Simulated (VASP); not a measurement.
A run of VASP 6.6.1 is set up as follows.

File INCAR:

```
PREC     = Accurate       # precision mode
ENCUT    = 520            # plane-wave cutoff, eV
EDIFF    = 1E-6           # SCF threshold, eV
ISMEAR   = -1             # smearing method
SIGMA    = 0.05           # smearing width, eV
LREAL    = Auto         
LASPH    = True           # aspherical terms in the spheres
NELM     = 80             # most SCF steps
ALGO     = Normal         # electronic algorithm
ISIF     = 2              # what is computed and relaxed
LWAVE    = False          # write WAVECAR
LCHARG   = False          # write CHGCAR
GGA      = PS             # functional
ISYM     = 0            
NBANDS   = 172            # bands
```

KPOINTS

```
Automatic mesh
0
Gamma
  1 1 1
  0.25 0.25 0.25
```

Contents of POSCAR:

```
Mg32ZnO32
1.0
    8.4288080000      0.0000000000      0.0000000000
    0.0000000000      8.4288080000      0.0000000000
    0.0000000000      0.0000000000      8.4288080000
O Mg Zn
32 32 1
Direct
    0.2471880000      0.9986360000      0.9965340000
    0.2507170000      0.0036960000      0.4958380000
    0.2478950000      0.5011730000      0.9993770000
    0.2172930000      0.5196530000      0.5084820000
    0.7502600000      0.0005710000      0.0020290000
    0.7631500000      0.9855620000      0.5004370000
    0.7519910000      0.5002990000      0.9974180000
    0.7522350000      0.4986950000      0.4985080000
    0.0001780000      0.2495310000      0.0006700000
    0.9904450000      0.2497550000      0.5014630000
    0.9992410000      0.7511480000      0.9997300000
    0.9977780000      0.7544020000      0.4990920000
    0.5010120000      0.2497350000      0.9908840000
    0.5403660000      0.1899070000      0.5406560000
    0.4986200000      0.7543680000      0.9983360000
    0.4992580000      0.7426510000      0.4997170000
    0.9960970000      0.9986460000      0.2476450000
    0.0015350000      0.0005800000      0.7507580000
    0.9988710000      0.5011610000      0.2483800000
    0.9969220000      0.5002950000      0.7524800000
    0.4953000000      0.0038560000      0.2512550000
    0.4999850000      0.9855940000      0.7635620000
    0.5079690000      0.5193860000      0.2179220000
    0.4980320000      0.4987210000      0.7527950000
    0.2389770000      0.2412030000      0.2393290000
    0.2450000000      0.2522350000      0.7562110000
    0.2477660000      0.7489130000      0.2482190000
    0.2483230000      0.7528460000      0.7505380000
    0.7557040000      0.2522200000      0.2454850000
    0.7564120000      0.2499240000      0.7568880000
    0.7500070000      0.7528110000      0.2487950000
    0.7496390000      0.7483120000      0.7501290000
    0.9971950000      0.9989490000      0.9976760000
    0.0005730000      0.9981790000      0.5000870000
    0.9992190000      0.5018110000      0.9997160000
    0.9867410000      0.5111630000      0.4999820000
    0.4996120000      0.9981700000      0.0010210000
    0.5305400000      0.9656510000      0.5309130000
    0.4995230000      0.5110630000      0.9873190000
    0.2473110000      0.2509420000      0.9982960000
    0.2094210000      0.2938250000      0.5326580000
    0.2491280000      0.7488290000      0.9976220000
    0.2494790000      0.7513590000      0.4999890000
    0.7579020000      0.2502740000      0.9945410000
    0.7544890000      0.2482360000      0.5025130000
    0.7488460000      0.7504060000      0.9990870000
    0.7512450000      0.7418390000      0.4996700000
    0.2311440000      0.9840990000      0.2315550000
    0.2515800000      0.9998720000      0.7502770000
    0.2532450000      0.5000610000      0.2537440000
    0.2474920000      0.5095910000      0.7541780000
    0.7498170000      0.9998660000      0.2520630000
    0.7533920000      0.9995810000      0.7538590000
    0.7536200000      0.5094810000      0.2479560000
    0.7477160000      0.4986740000      0.7482180000
    0.9978640000      0.2509350000      0.2477760000
    0.9940460000      0.2502620000      0.7584200000
    0.9971290000      0.7488290000      0.2496100000
    0.9985970000      0.7504220000      0.7493260000
    0.5320210000      0.2934120000      0.2099930000
    0.5020530000      0.2482180000      0.7548480000
    0.4995060000      0.7512590000      0.2499670000
    0.4991990000      0.7418470000      0.7517360000
    0.3890590000      0.1566610000      0.3898560000
    0.4856890000      0.4628710000      0.4862990000
```

Potentials or basis: VASP PAW PBE potentials, release 64 (O, Mg, Zn).

Launch:

```bash
$ cat potpaw_PBE.64/O/POTCAR potpaw_PBE.64/Mg/POTCAR potpaw_PBE.64/Zn/POTCAR > POTCAR
$ mpirun -np 1 vasp_std > vasp.out
```

(1) Estimate the largest force.

(2) Estimate the pressure.

(3) What does it give for the band gap on the k mesh?

## Answers

(1) 0.032 eV/Å.

(2) 8.8 GPa.

(3) 1.79 eV.

Caveat: the k points lie up to 0.75 Å⁻¹ apart; the PAW data sets were made with another functional, which shifts forces and pressure a little.
